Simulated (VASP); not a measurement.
# MgO (Pm-3m) in VASP: a series of runs

Runs on MgO. Level: LDA. Tasks: relaxation of cell and atoms, single point.

Everything below comes from runs of VASP 6.6.1. Logs are shortened: lines on timing, memory, paths and dates and some standing lists are left out, and cuts for length are marked.

**1. The cell of the first run**

It takes space group Pm-3m (No. 221, cubic). The conventional cell has a = 2.660 Å, b = 2.660 Å, c = 2.660 Å, α = 90.00°, β = 90.00°, γ = 90.00°. Mg (site symmetry m-3m) has 8 O at 2.30 Å and 6 Mg at 2.66 Å within 3.0 Å. O (site symmetry m-3m) has 8 Mg at 2.30 Å and 6 O at 2.66 Å within 3.0 Å.

**2. Relaxation of cell and atoms, LDA**

Contents of INCAR:

```
ALGO = Normal
EDIFF = 1E-7
EDIFFG = -0.005
ENCUT = 840
GGA_COMPAT = F
IBRION = 2
ISIF = 3
ISMEAR = -1
LASPH = T
LCHARG = F
LREAL = F
LWAVE = F
NELM = 120
NELMIN = 4
NSW = 80
PREC = Accurate
SIGMA = 0.02
```

Contents of KPOINTS:

```
k-points
0
Gamma
  8 8 8
```

Contents of POSCAR:

```
MgO
1.0
    2.6598216230      0.0000000000      0.0000000000
    0.0000000000      2.6598216230      0.0000000000
    0.0000000000      0.0000000000      2.6598216230
Mg O
1 1
Direct
    0.0000000000      0.0000000000      0.0000000000
    0.5000000000      0.5000000000      0.5000000000
```

Potentials or basis: VASP PAW LDA potentials, release 64 (Mg_sv, O).

On the command line:

```console
$ cat potpaw_LDA.64/Mg_sv/POTCAR potpaw_LDA.64/O/POTCAR > POTCAR
$ mpirun -np 1 vasp_std > vasp.out
```

OUTCAR:

```text
EDIFF = 1E-7
   EDIFFG = -0.005
   ENCUT = 840
   IBRION = 2
   ISIF = 3
   ISMEAR = -1
   LASPH = T
   LREAL = F
   NELM = 120
   NELMIN = 4
   NSW = 80
   PREC = Accurate

 ion  position               nearest neighbor table
   1  0.000  0.000  0.000-
   2  0.500  0.500  0.500-

  LATTYP: Found a simple cubic cell.
 ALAT       =     2.6598216230

  Lattice vectors:

 A1 = (   2.6598216230,   0.0000000000,   0.0000000000)
 A2 = (   0.0000000000,   2.6598216230,   0.0000000000)
 A3 = (   0.0000000000,   0.0000000000,   2.6598216230)

Analysis of symmetry for initial positions (statically):
=====================================================================
 Subroutine PRICEL returns:
 Original cell was already a primitive cell.

 Routine SETGRP: Setting up the symmetry group for a
 simple cubic supercell.

 Subroutine GETGRP returns: Found 48 space group operations
 (whereof 48 operations were pure point group operations)
 out of a pool of 48 trial point group operations.

The static configuration has the point symmetry O_h .

Analysis of symmetry for dynamics (positions and initial velocities):
=====================================================================
 Subroutine PRICEL returns:
 Original cell was already a primitive cell.

 Routine SETGRP: Setting up the symmetry group for a
 simple cubic supercell.

 Subroutine GETGRP returns: Found 48 space group operations
 (whereof 48 operations were pure point group operations)
 out of a pool of 48 trial point group operations.

The dynamic configuration has the point symmetry O_h .

 Subroutine INISYM returns: Found 48 space group operations
 (whereof 48 operations are pure point group operations),
 and found     1 'primitive' translations

----------------------------------------------------------------------------------------

                                     Primitive cell

  volume of cell :      18.8173

  direct lattice vectors                    reciprocal lattice vectors
     2.659821623  0.000000000  0.000000000     0.375965061  0.000000000  0.000000000
     0.000000000  2.659821623  0.000000000     0.000000000  0.375965061  0.000000000
     0.000000000  0.000000000  2.659821623     0.000000000  0.000000000  0.375965061

  length of vectors
     2.659821623  2.659821623  2.659821623     0.375965061  0.375965061  0.375965061

  position of ions in fractional coordinates (direct lattice)
     0.000000000  0.000000000  0.000000000
     0.500000000  0.500000000  0.500000000

  ion indices of the primitive-cell ions
   primitive index   ion index
                 1           1
                 2           2

----------------------------------------------------------------------------------------

 KPOINTS: k-points

Automatic generation of k-mesh.
 Grid dimensions read from file:
 generate k-points for:    8    8    8

 Generating k-lattice:

  Cartesian coordinates                     Fractional coordinates (reciprocal lattice)
     0.046995633  0.000000000  0.000000000     0.125000000  0.000000000  0.000000000
     0.000000000  0.046995633  0.000000000     0.000000000  0.125000000  0.000000000
     0.000000000  0.000000000  0.046995633     0.000000000  0.000000000  0.125000000

  Length of vectors
     0.046995633  0.046995633  0.046995633

  Shift w.r.t. Gamma in fractional coordinates (k-lattice)
     0.000000000  0.000000000  0.000000000

 Subroutine IBZKPT returns following result:
 ===========================================

 Found     35 irreducible k-points:

 Following reciprocal coordinates:
            Coordinates               Weight
  0.000000  0.000000  0.000000      1.000000
  0.125000  0.000000  0.000000      6.000000
  0.250000  0.000000  0.000000      6.000000
  0.375000  0.000000  0.000000      6.000000
  0.500000  0.000000  0.000000      3.000000
  0.125000  0.125000  0.000000     12.000000
[... 16 lines left out ...]
  0.375000  0.375000  0.125000     24.000000
  0.500000  0.375000  0.125000     24.000000
 [... further k-points ...]
   k-points           NKPTS =     35   k-points in BZ     NKDIM =     35   number of bands    NBANDS=     12
   number of dos      NEDOS =    301   number of ions     NIONS =      2
   total plane-waves  NPLWV =  21952
   dimension x,y,z NGX =    28 NGY =   28 NGZ =   28
   dimension x,y,z NGXF=    56 NGYF=   56 NGZF=   56
   ions per type =               1   1
   NGX,Y,Z   is equivalent  to a cutoff of  17.50, 17.50, 17.50 a.u.
   NGXF,Y,Z  is equivalent  to a cutoff of  35.00, 35.00, 35.00 a.u.
 SYSTEM =  unknown system
   PREC   = accura    normal or accurate (medium, high low for compatibility)
   ISTART =      0    job   : 0-new  1-cont  2-samecut
   ICHARG =      2    charge: 1-file 2-atom 10-const
   ISPIN  =      1    spin polarized calculation?
   LNONCOLLINEAR =      F non collinear calculations
   LSORBIT =      F    spin-orbit coupling
   LASPH  =      T    aspherical Exc in radial PAW
   ENCUT  =  840.0 eV  61.74 Ry    7.86 a.u.   6.29  6.29  6.29*2*pi/ulx,y,z
   NELM   =    120;   NELMIN=  4; NELMDL= -5     # of ELM steps
   EDIFF  = 0.1E-06   stopping-criterion for ELM
   LREAL  =      F    real-space projection
   EDIFFG = -.5E-02   stopping-criterion for IOM
   NSW    =     80    number of steps for IOM
   IBRION =      2    ionic relax: 0-MD 1-quasi-New 2-CG
   NFREE  =      1    steps in history (QN), initial steepest desc. (CG)
   ISIF   =      3    stress and relaxation
   ISYM   =      2    0-nonsym 1-usesym 2-fastsym
   POTIM  = 0.5000    time-step for ionic-motion
   TEBEG  =    0.0;   TEEND  =   0.0 temperature during run
   PSTRESS=    0.0 pullay stress
   NELECT =      16.0000    total number of electrons
   NUPDOWN=      -1.0000    fix difference up-down
   EMIN   =  10.00;   EMAX   =-10.00  energy-range for DOS
   EFERMI =   0.00;   METHOD = LEGACY
   ISMEAR =    -1;   SIGMA  =   0.02  broadening in eV -4-tet -1-fermi 0-gaus
   EFERMI_NEDOS =   21; number of points for ismear=-14 and -15
   IALGO  =     38    algorithm
   IMIX   =      4    mixing-type and parameters
     AMIX     =   0.40;   BMIX     =  1.00
     AMIX_MAG =   1.60;   BMIX_MAG =  1.00
  volume/ion in A,a.u.               =       9.41        63.49
  Fermi-wavevector in a.u.,A,eV,Ry     =   1.550942  2.930856 32.727754  2.405422
  Thomas-Fermi vector in A             =   2.655533
   LORBIT       =      0    0 simple, 1 ext, 2 COOP (PROOUT), +10 PAW based schemes
   GGA     = CA    functional components
   LHFCALC =     F    Hartree Fock is set to
   AEXX    =    0.0000 exact exchange contribution
   IVDW    =     0    specifies the selected vdW correction
   LEPSILON=     F    determine dielectric tensor
   LRPA    =     F    only Hartree local field effects (RPA)
 conjugate gradient relaxation of ions
 non-spin polarized calculation
  energy-cutoff  :      840.00
  volume of cell :       18.82
 maximum number of plane-waves:      1064
 NGX is ok and might be reduce to    28
   NGX = 13   NGY = 13   NGZ = 13

--------------------------------------- Ionic step        1  -------------------------------------------

 number of electron      16.0000006 magnetization

 Free energy of the ion-electron system (eV)
  ---------------------------------------------------
  ext. energy  EPLUGINS =         0.00000000
  ---------------------------------------------------
  free energy    TOTEN  =       -11.69542378 eV

  energy without entropy =      -11.69542378  energy(sigma->0) =      -11.69542378

------------------------ aborting loop because EDIFF is reached ----------------------------------------

  FORCE on cell =-STRESS in cart. coord.  units (eV):
  Direction    XX          YY          ZZ          XY          YZ          ZX
  --------------------------------------------------------------------------------------
  -------------------------------------------------------------------------------------
  Total       -1.1373313     -1.1373313     -1.1373313     -0.0000000     -0.0000000     -0.0000000
  in kB      -96.8367122    -96.8367122    -96.8367122     -0.0000000     -0.0000000     -0.0000000
  external PRESSURE =     -96.8367122 kB  Pullay stress =       0.0000000 kB
[... 57 lines left out ...]
  energy  without entropy=      -11.7317428134  energy(sigma->0) =      -11.73174281

--------------------------------------- Ionic step        3  -------------------------------------------

 number of electron      15.9999995 magnetization

 Free energy of the ion-electron system (eV)
  ---------------------------------------------------
  ext. energy  EPLUGINS =         0.00000000
  ---------------------------------------------------
  free energy    TOTEN  =       -11.73424559 eV

  energy without entropy =      -11.73424559  energy(sigma->0) =      -11.73424559

 E-fermi :   5.1977     XC(G=0): -12.3395

 val. band max:        4.7502166533   @ k =   0.5000   0.5000   0.0000
 cond. band min:       7.5805725088   @ k =   0.0000   0.0000   0.0000
 fundamental gap:      2.8303558555
 Fermi energy:         5.1976743821

 k-point     1 :       0.0000    0.0000    0.0000
  band No.  band energies     occupation
      1     -68.9973      2.00000
      2     -36.4138      2.00000
      3     -36.4138      2.00000
      4     -36.4138      2.00000
      5     -13.7608      2.00000
      6       3.6894      2.00000
      7       3.6894      2.00000
      8       3.6894      2.00000
      9       7.5806      0.00000
     10      15.0320      0.00000
     11      15.0320      0.00000
     12      25.3433      0.00000
[... 331 lines left out ...]
 k-point    24 :       0.5000    0.3750    0.1250
  band No.  band energies     occupation
      1     -68.9640      2.00000
      2     -36.5467      2.00000
      3     -36.5219      2.00000
      4     -36.4092      2.00000
      5     -11.4778      2.00000
      6      -0.3728      2.00000
      7       0.4827      2.00000
      8       3.9688      2.00000
      9      10.6639      0.00000
     10      15.6499      0.00000
     11      16.0811      0.00000
     12      19.9532      0.00000

 [... further k-points ...]

------------------------ aborting loop because EDIFF is reached ----------------------------------------

  FORCE on cell =-STRESS in cart. coord.  units (eV):
  Direction    XX          YY          ZZ          XY          YZ          ZX
  --------------------------------------------------------------------------------------
  -------------------------------------------------------------------------------------
  Total        0.0031057      0.0031057      0.0031057      0.0000000     -0.0000000      0.0000000
  in kB        0.2827504      0.2827504      0.2827504      0.0000000     -0.0000000      0.0000000
  external PRESSURE =       0.2827504 kB  Pullay stress =       0.0000000 kB
[... 17 lines left out ...]
  FREE ENERGIE OF THE ION-ELECTRON SYSTEM (eV)
  ---------------------------------------------------
  free  energy   TOTEN  =       -11.7342455930 eV

  energy  without entropy=      -11.7342455930  energy(sigma->0) =      -11.73424559

 reached required accuracy - stopping structural energy minimisation
```

It took 15 s on 1 thread of Intel Xeon 6975P-C (Granite Rapids), shared host; peak memory 0.14 GiB.

What came out:

* Free energy: -11.7342 eV
* Relaxed volume: 8.80 Å³/atom
* Relaxed cell: a = 2.601 Å, b = 2.601 Å, c = 2.601 Å, α = 90.00°, β = 90.00°, γ = 90.00°
* Space group after relaxing (to 0.1 Å): Pm-3m (No. 221)
* Energy gained by relaxing: 19.4 meV/atom
* Ionic steps: 3
* Pressure after relaxing: 0.0 GPa
* Band gap on the k mesh: 2.83 eV (least direct gap 3.89 eV)

Step by step:
```
step  energy change (eV)  largest force (eV/Å)  pressure (GPa)  volume (Å³)
   1              0.0000                0.0000           -9.68        18.82
   2             -0.0363                0.0000            2.82        17.31
   3             -0.0388                0.0000            0.03        17.60
```

Final structure:
```
Mg O
1.0
     2.60108    0.00000    0.00000
     0.00000    2.60108    0.00000
     0.00000    0.00000    2.60108
Mg O
1 1
Direct
  0.00000 0.00000 0.00000
  0.50000 0.50000 0.50000
```

Caveat: the structure was generated, so it needn't be the stable form of MgO. A k mesh can miss the band edges.

**3. Single point, LDA**

This run uses another cell than the first one, of 8.77 Å³/atom.

Contents of INCAR:

```
SYSTEM = MgO
ALGO     = Normal         ! electronic algorithm
EDIFF    = 1E-6           ! SCF threshold, eV
ENCUT    = 840            ! plane-wave cutoff, eV
GGA_COMPAT= .FALSE.      
ISIF     = 2              ! what is computed and relaxed
ISMEAR   = -1             ! smearing method
LASPH    = .TRUE.         ! aspherical terms in the spheres
LCHARG   = .FALSE.        ! write CHGCAR
LREAL    = .FALSE.        ! projectors in reciprocal space
LWAVE    = .FALSE.        ! write WAVECAR
NBANDS   = 15             ! bands
NELM     = 120            ! most SCF steps
PREC     = Accurate       ! precision mode
SIGMA    = 0.02           ! smearing width, eV
```

Contents of KPOINTS:

```
k-points
0
G
  8 8 8
  0 0 0
```

Contents of POSCAR:

```
MgO
1.0
    2.5982572843      0.0000000000      0.0000000000
    0.0000000000      2.5982572843      0.0000000000
    0.0000000000      0.0000000000      2.5982572843
Mg O
1 1
Direct
    0.0000000000      0.0000000000      0.0000000000
    0.5000000000      0.5000000000      0.5000000000
```

Potentials or basis: VASP PAW LDA potentials, release 64 (Mg_sv, O).

On the command line:

```console
$ cat potpaw_LDA.64/Mg_sv/POTCAR potpaw_LDA.64/O/POTCAR > POTCAR
$ mpirun -np 1 vasp_std > vasp.out
```

Wall time 7.4 s (1 thread of Intel Xeon 6975P-C (Granite Rapids), shared host); peak memory 0.14 GiB.

The run converged. Its results:

```yaml
Free_energy: -11.7310 eV
Pressure: 0.3 GPa
Band_gap_on_the_k_mesh: 2.86 eV (least direct gap 3.93 eV)
```

Levels at points of the mesh, in eV from the valence-band top:
| k point | band 4 | band 5 | band 6 | band 7 | band 8 | band 9 | band 10 | band 11 | band 12 | band 13 |
| --- | --- | --- | --- | --- | --- | --- | --- | --- | --- | --- |
| (0.00, 0.00, 0.00) | -41.16 | -18.53 | -1.06 | -1.06 | -1.06 | 2.86 | 10.29 | 10.29 | 20.65 | 20.65 |
| (0.50, 0.00, 0.00) | -41.15 | -17.14 | -6.83 | -0.60 | -0.60 | 7.24 | 9.71 | 14.48 | 17.48 | 18.25 |
| (0.50, 0.50, 0.00) | -41.13 | -16.20 | -4.95 | -4.95 | 0.00 | 4.87 | 12.39 | 12.39 | 13.52 | 19.36 |
| (0.50, 0.50, 0.50) | -41.27 | -15.25 | -3.86 | -3.86 | -3.86 | 7.42 | 7.42 | 7.42 | 16.85 | 19.06 |

Caveat: the structure was generated, so it needn't be the stable form of MgO. A k mesh can miss the band edges.

**4. Single point, LDA**

This run uses another cell than the first one, of 9.03 Å³/atom.

Contents of INCAR:

```
PREC     = Accurate       # precision mode
ENCUT    = 840            # plane-wave cutoff, eV
EDIFF    = 1E-6           # SCF threshold, eV
ISMEAR   = 0              # smearing method
SIGMA    = 0.01           # smearing width, eV
LREAL    = F              # projectors in reciprocal space
LASPH    = T              # aspherical terms in the spheres
NELM     = 120            # most SCF steps
ALGO     = Normal         # electronic algorithm
ISIF     = 2              # what is computed and relaxed
LWAVE    = F              # write WAVECAR
LCHARG   = T              # write CHGCAR
LELF     = T              # ELF
LVHAR    = T            
NBANDS   = 15             # bands
GGA_COMPAT= F
```

Contents of KPOINTS:

```
Automatic mesh
0
Gamma
  10 10 10
```

Contents of POSCAR:

```
MgO
1.0
    2.6233490555      0.0000000000      0.0000000000
    0.0000000000      2.6233490555      0.0000000000
    0.0000000000      0.0000000000      2.6233490555
Mg O
1 1
Direct
    0.0000000000      0.0000000000      0.0000000000
    0.5000000000      0.5000000000      0.5000000000
```

On the command line:

```console
$ cat potpaw_LDA.64/Mg_sv/POTCAR potpaw_LDA.64/O/POTCAR > POTCAR
$ mpirun -np 1 vasp_std > vasp.out
```

Wall time 11 s (1 thread of Intel Xeon 6975P-C (Granite Rapids), shared host); peak memory 0.15 GiB.

Results (log left out):

| Property | Result |
| --- | --- |
| Free energy | -11.7267 eV |
| Pressure | -4.1 GPa |
| Band gap on the k mesh | 2.59 eV (least direct gap 3.62 eV) |

Levels at points of the mesh, in eV from the valence-band top:
```
           k point  band 4  band 5  band 6  band 7  band 8  band 9  band 10  band 11  band 12  band 13
(0.00, 0.00, 0.00)  -41.20  -18.33   -1.03   -1.03   -1.03    2.59    10.24    10.24    20.18    20.18
(0.50, 0.00, 0.00)  -41.18  -17.00   -6.65   -0.58   -0.58    7.00     9.40    14.34    17.33    17.92
(0.50, 0.50, 0.00)  -41.17  -16.11   -4.80   -4.80    0.00    4.77    12.08    12.08    13.29    19.15
(0.50, 0.50, 0.50)  -41.30  -15.21   -3.71   -3.71   -3.71    7.30     7.30     7.30    16.31    18.69
```

Caveat: the cell stands under tension; the structure was generated, so it needn't be the stable form of MgO. A k mesh can miss the band edges.

**5. Overview**

```csv
task,cell,k mesh,smearing,gap on the mesh (eV),pressure (GPa)
relaxation of cell and atoms,"relaxed from a = 2.660 Å, 2 atoms",8 × 8 × 8,fermi-dirac 0.02 eV,2.83,0.0
single point,"a = 2.598 Å, 2 atoms",8 × 8 × 8,fermi-dirac 0.02 eV,2.86,0.3
single point,"a = 2.623 Å, 2 atoms",10 × 10 × 10,gaussian 0.01 eV,2.59,-4.1
```

Alike in all rows: level LDA; potentials or basis VASP PAW LDA potentials, release 64 (Mg_sv, O); no spin polarisation; cutoff (eV) 840.

Caveats: the structure was generated, so it needn't be the stable form of MgO; the cell stands under tension (at least some runs).

Absolute energies hang on the potentials; compare differences alone.
